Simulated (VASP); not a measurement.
# SiC (P6_3mc) in VASP: further runs

Runs on SiC. Level: PBE. Tasks: single point.

Program: VASP 6.6.1. These are calculated values, not measurements. Logs are shortened: lines on timing, memory, paths and dates and some standing lists are left out, and cuts for length are marked.

## Step 1: The cell of the first run

It takes space group P6_3mc (No. 186, hexagonal). Conventional cell: a = 3.264 Å, b = 3.264 Å, c = 4.553 Å, α = 90.00°, β = 90.00°, γ = 120.00°. Within 2.3 Å of Si (site symmetry 3m) lie 4 C at 1.71 to 1.97 Å. Within 2.3 Å of C (site symmetry 3m) lie 4 Si at 1.71 to 1.97 Å.

## Step 2: Single point, PBE

Contents of INCAR:

```
PREC     = Accurate       # precision mode
ENCUT    = 520            # plane-wave cutoff, eV
EDIFF    = 1E-6           # SCF threshold, eV
ISMEAR   = 0              # smearing method
SIGMA    = 0.05           # smearing width, eV
LREAL    = False          # projectors in reciprocal space
LASPH    = True           # aspherical terms in the spheres
NELM     = 80             # most SCF steps
ALGO     = Normal         # electronic algorithm
ISIF     = 2              # what is computed and relaxed
LWAVE    = False          # write WAVECAR
LCHARG   = False          # write CHGCAR
GGA      = PE             # functional
NBANDS   = 16             # bands
```

Contents of KPOINTS:

```
Automatic mesh
0
Gamma
  12 12 6
```

Contents of POSCAR:

```
SiC
1.0
    3.2641089536      0.0000000000      0.0000000000
   -1.6320544768      2.8268012745      0.0000000000
    0.0000000000      0.0000000000      4.5527758042
Si C
2 2
Direct
    0.3333333333      0.6666666667      0.0045636718
    0.6666666667      0.3333333333      0.5045636718
    0.3333333333      0.6666666667      0.3804363282
    0.6666666667      0.3333333333      0.8804363282
```

Potentials or basis: VASP PAW PBE potentials, release 64 (Si, C).

Command:

```sh
cat potpaw_PBE.64/Si/POTCAR potpaw_PBE.64/C/POTCAR > POTCAR
mpirun -np 1 vasp_std > vasp.out
```

OUTCAR:

```text
PREC = Accurate
   ENCUT = 520
   EDIFF = 1E-6
   ISMEAR = 0
   LREAL = False
   LASPH = True
   NELM = 80
   ISIF = 2
   GGA = PE

 ion  position               nearest neighbor table
   1  0.333  0.667  0.005-   3 1.71   4 1.97   4 1.97   4 1.97   2 2.96   2 2.96   2 2.96   2 2.96
                             2 2.96   2 2.96
   2  0.667  0.333  0.505-   4 1.71   3 1.97   3 1.97   3 1.97   1 2.96   1 2.96   1 2.96   1 2.96
                             1 2.96   1 2.96
   3  0.333  0.667  0.380-   1 1.71   2 1.97   2 1.97   2 1.97
   4  0.667  0.333  0.880-   2 1.71   1 1.97   1 1.97   1 1.97

  LATTYP: Found a hexagonal cell.
 ALAT       =     3.2641089536
 C/A-ratio  =     1.3947989693

  Lattice vectors:

 A1 = (   3.2641089536,   0.0000000000,   0.0000000000)
 A2 = (  -1.6320544768,   2.8268012745,   0.0000000000)
 A3 = (   0.0000000000,   0.0000000000,   4.5527758042)

Analysis of symmetry for initial positions (statically):
=====================================================================
 Subroutine PRICEL returns:
 Original cell was already a primitive cell.

 Routine SETGRP: Setting up the symmetry group for a
 hexagonal supercell.

 Subroutine GETGRP returns: Found 12 space group operations
 (whereof  6 operations were pure point group operations)
 out of a pool of 24 trial point group operations.

The static configuration has the point symmetry C_3v.
 The point group associated with its full space group is C_6v.

Analysis of symmetry for dynamics (positions and initial velocities):
=====================================================================
 Subroutine PRICEL returns:
 Original cell was already a primitive cell.

 Routine SETGRP: Setting up the symmetry group for a
 hexagonal supercell.

 Subroutine GETGRP returns: Found 12 space group operations
 (whereof  6 operations were pure point group operations)
 out of a pool of 24 trial point group operations.

The dynamic configuration has the point symmetry C_3v.
 The point group associated with its full space group is C_6v.

 Subroutine INISYM returns: Found 12 space group operations
 (whereof  6 operations are pure point group operations),
 and found     1 'primitive' translations

----------------------------------------------------------------------------------------

                                     Primitive cell

  volume of cell :      42.0084

  direct lattice vectors                    reciprocal lattice vectors
     3.264108954  0.000000000  0.000000000     0.306362323  0.176878369  0.000000000
    -1.632054477  2.826801275  0.000000000     0.000000000  0.353756739  0.000000000
     0.000000000  0.000000000  4.552775804     0.000000000  0.000000000  0.219646221

  length of vectors
     3.264108954  3.264108954  4.552775804     0.353756739  0.353756739  0.219646221

  position of ions in fractional coordinates (direct lattice)
     0.333333333  0.666666667  0.004563672
     0.666666667  0.333333333  0.504563672
     0.333333333  0.666666667  0.380436328
     0.666666667  0.333333333  0.880436328

  ion indices of the primitive-cell ions
   primitive index   ion index
                 1           1
                 2           2
                 3           3
                 4           4

----------------------------------------------------------------------------------------

 KPOINTS: Automatic mesh

Automatic generation of k-mesh.
 Grid dimensions read from file:
 generate k-points for:   12   12    6

 Generating k-lattice:

  Cartesian coordinates                     Fractional coordinates (reciprocal lattice)
     0.025530194  0.014739864  0.000000000     0.083333333  0.000000000  0.000000000
     0.000000000  0.029479728  0.000000000     0.000000000  0.083333333  0.000000000
     0.000000000  0.000000000  0.036607703     0.000000000  0.000000000  0.166666667

  Length of vectors
     0.029479728  0.029479728  0.036607703

  Shift w.r.t. Gamma in fractional coordinates (k-lattice)
     0.000000000  0.000000000  0.000000000

 Subroutine IBZKPT returns following result:
 ===========================================

 Found     76 irreducible k-points:

 Following reciprocal coordinates:
            Coordinates               Weight
  0.000000  0.000000  0.000000      1.000000
  0.083333  0.000000  0.000000      6.000000
  0.166667  0.000000  0.000000      6.000000
  0.250000  0.000000  0.000000      6.000000
  0.333333  0.000000  0.000000      6.000000
  0.416667  0.000000  0.000000      6.000000
[... 16 lines left out ...]
  0.250000  0.000000  0.166667     12.000000
  0.333333  0.000000  0.166667     12.000000
 [... further k-points ...]
   k-points           NKPTS =     76   k-points in BZ     NKDIM =     76   number of bands    NBANDS=     16
   number of dos      NEDOS =    301   number of ions     NIONS =      4
   total plane-waves  NPLWV =  20736
   dimension x,y,z NGX =    24 NGY =   24 NGZ =   36
   dimension x,y,z NGXF=    48 NGYF=   48 NGZF=   72
   ions per type =               2   2
   NGX,Y,Z   is equivalent  to a cutoff of  12.22, 12.22, 13.15 a.u.
   NGXF,Y,Z  is equivalent  to a cutoff of  24.45, 24.45, 26.29 a.u.
 SYSTEM =  unknown system
   PREC   = accura    normal or accurate (medium, high low for compatibility)
   ISTART =      0    job   : 0-new  1-cont  2-samecut
   ICHARG =      2    charge: 1-file 2-atom 10-const
   ISPIN  =      1    spin polarized calculation?
   LNONCOLLINEAR =      F non collinear calculations
   LSORBIT =      F    spin-orbit coupling
   LASPH  =      T    aspherical Exc in radial PAW
   ENCUT  =  520.0 eV  38.22 Ry    6.18 a.u.   6.07  6.07  8.47*2*pi/ulx,y,z
   NELM   =     80;   NELMIN=  2; NELMDL= -5     # of ELM steps
   EDIFF  = 0.1E-05   stopping-criterion for ELM
   LREAL  =      F    real-space projection
   EDIFFG = 0.1E-04   stopping-criterion for IOM
   NSW    =      0    number of steps for IOM
   IBRION =     -1    ionic relax: 0-MD 1-quasi-New 2-CG
   NFREE  =      0    steps in history (QN), initial steepest desc. (CG)
   ISIF   =      2    stress and relaxation
   ISYM   =      2    0-nonsym 1-usesym 2-fastsym
   POTIM  = 0.5000    time-step for ionic-motion
   TEBEG  =    0.0;   TEEND  =   0.0 temperature during run
   PSTRESS=    0.0 pullay stress
   NELECT =      16.0000    total number of electrons
   NUPDOWN=      -1.0000    fix difference up-down
   EMIN   =  10.00;   EMAX   =-10.00  energy-range for DOS
   EFERMI =   0.00;   METHOD = LEGACY
   ISMEAR =     0;   SIGMA  =   0.05  broadening in eV -4-tet -1-fermi 0-gaus
   EFERMI_NEDOS =   21; number of points for ismear=-14 and -15
   IALGO  =     38    algorithm
   IMIX   =      4    mixing-type and parameters
     AMIX     =   0.40;   BMIX     =  1.00
     AMIX_MAG =   1.60;   BMIX_MAG =  1.00
  volume/ion in A,a.u.               =      10.50        70.87
  Fermi-wavevector in a.u.,A,eV,Ry     =   1.186687  2.242513 19.160071  1.408225
  Thomas-Fermi vector in A             =   2.322854
   LORBIT       =      0    0 simple, 1 ext, 2 COOP (PROOUT), +10 PAW based schemes
   GGA     = PE    functional components
   LHFCALC =     F    Hartree Fock is set to
   AEXX    =    0.0000 exact exchange contribution
   IVDW    =     0    specifies the selected vdW correction
   LEPSILON=     F    determine dielectric tensor
   LRPA    =     F    only Hartree local field effects (RPA)
 non-spin polarized calculation
 Gauss-broadening in eV      SIGMA  =   0.05
  energy-cutoff  :      520.00
  volume of cell :       42.01
 maximum number of plane-waves:      1155
   NGX = 13   NGY = 13   NGZ = 17

 number of electron      15.9999998 magnetization

 Free energy of the ion-electron system (eV)
  ---------------------------------------------------
  ext. energy  EPLUGINS =         0.00000000
  ---------------------------------------------------
  free energy    TOTEN  =       -28.76415863 eV

  energy without entropy =      -28.76415863  energy(sigma->0) =      -28.76415863

 E-fermi :   8.4164     XC(G=0): -11.2541

 val. band max:        8.1844199711   @ k =   0.0833   0.0000   0.0000
 cond. band min:       9.6367312337   @ k =   0.5000   0.0000   0.0000
 fundamental gap:      1.4523112627
 Fermi energy:         8.4163658956

 k-point     1 :       0.0000    0.0000    0.0000
  band No.  band energies     occupation
      1      -7.4398      2.00000
      2      -2.6360      2.00000
      3      -0.0881      2.00000
      4       5.7567      2.00000
      5       5.7567      2.00000
      6       7.9859      2.00000
[... 8 lines left out ...]
     15      18.2754      0.00000
     16      18.2951      0.00000

 k-point     2 :       0.0833    0.0000    0.0000
  band No.  band energies     occupation
      1      -7.3359      2.00000
      2      -2.5702      2.00000
      3       0.0069      2.00000
      4       5.1000      2.00000
      5       5.5692      2.00000
      6       7.4494      2.00000
[... 8 lines left out ...]
     15      17.4748      0.00000
     16      18.1221      0.00000

 k-point     3 :       0.1667    0.0000    0.0000
  band No.  band energies     occupation
      1      -7.0274      2.00000
      2      -2.3929      2.00000
      3       0.2837      2.00000
      4       3.7757      2.00000
      5       5.1416      2.00000
      6       6.4965      2.00000
[... 8 lines left out ...]
     15      17.3866      0.00000
     16      18.3619      0.00000

 k-point     4 :       0.2500    0.0000    0.0000
  band No.  band energies     occupation
      1      -6.5256      2.00000
      2      -2.1873      2.00000
      3       0.6989      2.00000
      4       2.4742      2.00000
      5       4.6763      2.00000
      6       5.3969      2.00000
[... 8 lines left out ...]
     15      18.0087      0.00000
     16      18.8248      0.00000
[... 324 lines left out ...]
 k-point    22 :       0.1667    0.0000    0.1667
  band No.  band energies     occupation
      1      -6.8589      2.00000
      2      -3.1891      2.00000
      3       1.1797      2.00000
      4       4.0290      2.00000
      5       5.2759      2.00000
      6       5.9496      2.00000
[... 8 lines left out ...]
     15      17.2828      0.00000
     16      18.6091      0.00000

 k-point    23 :       0.2500    0.0000    0.1667
  band No.  band energies     occupation
      1      -6.3599      2.00000
      2      -2.8547      2.00000
      3       1.1391      2.00000
      4       3.0487      2.00000
      5       4.7488      2.00000
      6       4.8174      2.00000
[... 8 lines left out ...]
     15      17.9873      0.00000
     16      19.1688      0.00000

 k-point    24 :       0.3333    0.0000    0.1667
  band No.  band energies     occupation
      1      -5.6979      2.00000
      2      -2.5775      2.00000
      3       0.5825      2.00000
      4       2.9278      2.00000
      5       3.5981      2.00000
      6       4.4371      2.00000
[... 8 lines left out ...]
     15      19.0385      0.00000
     16      19.6754      0.00000

 [... further k-points ...]
[... 5 lines left out ...]
  --------------------------------------------------------------------------------------
  -------------------------------------------------------------------------------------
  Total       -6.5809139     -6.5809139     19.0860633      0.0000000      0.0000000      0.0000000
  in kB     -250.9924167   -250.9924167    727.9319024      0.0000000      0.0000000      0.0000000
  external PRESSURE =      75.3156897 kB  Pullay stress =       0.0000000 kB

 VOLUME and BASIS-vectors are now :
 -----------------------------------------------------------------------------
  energy-cutoff  :      520.00
  volume of cell :       42.01
      direct lattice vectors                 reciprocal lattice vectors
     3.264108954  0.000000000  0.000000000     0.306362323  0.176878369  0.000000000
    -1.632054477  2.826801275  0.000000000     0.000000000  0.353756739  0.000000000
     0.000000000  0.000000000  4.552775804     0.000000000  0.000000000  0.219646221

 POSITION                                       TOTAL-FORCE (eV/Angst)
 -----------------------------------------------------------------------------------
     -0.00000      1.88453      0.02078        -0.000000     -0.000000     -3.070857
      1.63205      0.94227      2.29717         0.000000     -0.000000     -3.070857
     -0.00000      1.88453      1.73204         0.000000     -0.000000      3.070857
      1.63205      0.94227      4.00843        -0.000000      0.000000      3.070857
 -----------------------------------------------------------------------------------
    total drift:                               -0.000000      0.000000      0.000248

  FREE ENERGIE OF THE ION-ELECTRON SYSTEM (eV)
  ---------------------------------------------------
  free  energy   TOTEN  =       -28.7641586297 eV

  energy  without entropy=      -28.7641586297  energy(sigma->0) =      -28.76415863
```

Run time: 19 s. Hardware: 1 thread of Intel Xeon Platinum 8559C (Emerald Rapids), shared host; peak memory 0.17 GiB.

What came out:

* Free energy: -28.7642 eV
* Pressure: 7.5 GPa
* Largest force: 3.071 eV/Å
* Band gap on the k mesh: 1.45 eV, indirect (least direct gap 2.14 eV)

Forces on the atoms (eV/Å):
```
Si   0.000  0.000 -3.071
Si   0.000  0.000 -3.071
C    0.000  0.000  3.071
C    0.000  0.000  3.071
```

Stress tensor (GPa, compression positive):
```
-25.10   0.00   0.00
  0.00 -25.10   0.00
  0.00   0.00  72.79
```

Caveat: forces of over 1 eV/Å act on the atoms, so gaps and moduli don't describe the material at rest. A k mesh can miss the band edges.

(Part 1 of 3 ends here.)
